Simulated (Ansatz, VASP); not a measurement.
# ZnS: VASP beside Ansatz

The input POSCAR:

```
ZnS
1.0
    0.0000000000      2.5310225584      2.5310225584
    2.5310225584      0.0000000000      2.5310225584
    2.5310225584      2.5310225584      0.0000000000
Zn S
1 1
Direct
    0.0000000000      0.0000000000      0.0000000000
    0.5000000000      0.5000000000      0.5000000000
```

Contents of INCAR.step1:

```
ALGO = Normal
EDIFF = 1E-5
ENCUT = 520
GGA = PE
ISIF = 2
ISMEAR = 0
LASPH = True
LCHARG = False
LREAL = False
LWAVE = True
NBANDS = 16
NELM = 60
PREC = Accurate
SIGMA = 0.05
```

File INCAR.step2:

```
ALGO = Normal
EDIFF = 1E-6
ENCUT = 520
GGA = PE
HFSCREEN = 0.2079
ISIF = 2
ISMEAR = 0
ISTART = 1
LASPH = True
LCHARG = False
LHFCALC = True
LREAL = False
LWAVE = False
NBANDS = 16
NELM = 60
PREC = Accurate
PRECFOCK = Normal
SIGMA = 0.05
```

Contents of KPOINTS:

```
k-points
0
Gamma
  4 4 4
```

Input for Ansatz:

```yaml
crystal:
  lattice:
    - [0.0, 2.5310225584, 2.5310225584]
    - [2.5310225584, 0.0, 2.5310225584]
    - [2.5310225584, 2.5310225584, 0.0]
  atoms:
    - { symbol: Zn, position: [0.0, 0.0, 0.0] }
    - { symbol: S, position: [0.5, 0.5, 0.5] }
kpoints:
  mp_grid: { grid: [4, 4, 4] }
hamiltonian:
  xc: hse06
scf:
  occupations: { method: gaussian, width: 0.05 }
  n_extra_bands: 4
output:
  forces: true
  stress: true
  eigenvalues: true
```

Alike in both runs: task single point; functional HSE06; k mesh 4 × 4 × 4; occupations gaussian, width 0.05 eV; no spin polarisation.

|  | VASP | Ansatz |
| --- | --- | --- |
| version | VASP 6.6.1 | Ansatz 0.2.0 |
| potentials or method | VASP PAW PBE potentials, release 64 (Zn, S) | plane waves |
| plane-wave cutoff (eV) | 520 | 420 |
| valence electrons in the cell | 18 | 18 |

Ansatz gave:

```
gap on the k mesh at the Fermi level (eV) : 0.87
pressure (GPa)                            : 1.7
```

Q: What did VASP give for the same quantities?

A: gap on the k mesh at the Fermi level (eV): 0.84; pressure (GPa): 1.7.

The functional is the same, so the differences come from potentials, cutoffs and numerics. Ansatz's warnings: stress exchange threshold loose, stress scf threshold loose.

The k mesh is coarse, so the values compare programs but aren't converged.
